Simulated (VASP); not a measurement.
## KI: single point with PBEsol

The system is KI.

```
I K
1.0
     0.00000    2.97491    2.97491
     2.97491    0.00000    2.97491
     2.97491    2.97491    0.00000
I K
1 1
Direct
  0.50000 0.50000 0.50000
  0.00000 0.00000 0.00000
```

- Program: VASP 6.6.1
- Task: single point
- Functional: PBEsol
- Potentials or basis: VASP PAW PBE potentials, release 64 (I, K_sv)
- Cutoff: 520 eV
- k mesh: 7 × 7 × 7
- Occupations: fermi-dirac, width 0.05 eV
- Spin: no spin polarisation

```json
{
 "Pressure": "20.3 GPa",
 "Band gap on the k mesh": "3.24 eV (least direct gap 3.92 eV)"
}
```

Levels at points of the mesh, in eV from the valence-band top:
| k point | band 6 | band 7 | band 8 | band 9 | band 10 | band 11 |
| --- | --- | --- | --- | --- | --- | --- |
| (0.00, 0.00, 0.00) | 0.00 | 0.00 | 0.00 | 5.49 | 5.53 | 5.53 |

Run time: 24 s on 1 thread of Intel Xeon 8259CL (shared host), peak memory 0.18 GiB.

Caveat: the cell stands under pressure; the PAW data sets were made with another functional, which shifts forces and pressure a little; spin-orbit coupling is left out, which moves the levels of the heavy elements; an odd mesh through Γ misses points on the zone boundary, where band edges can lie.
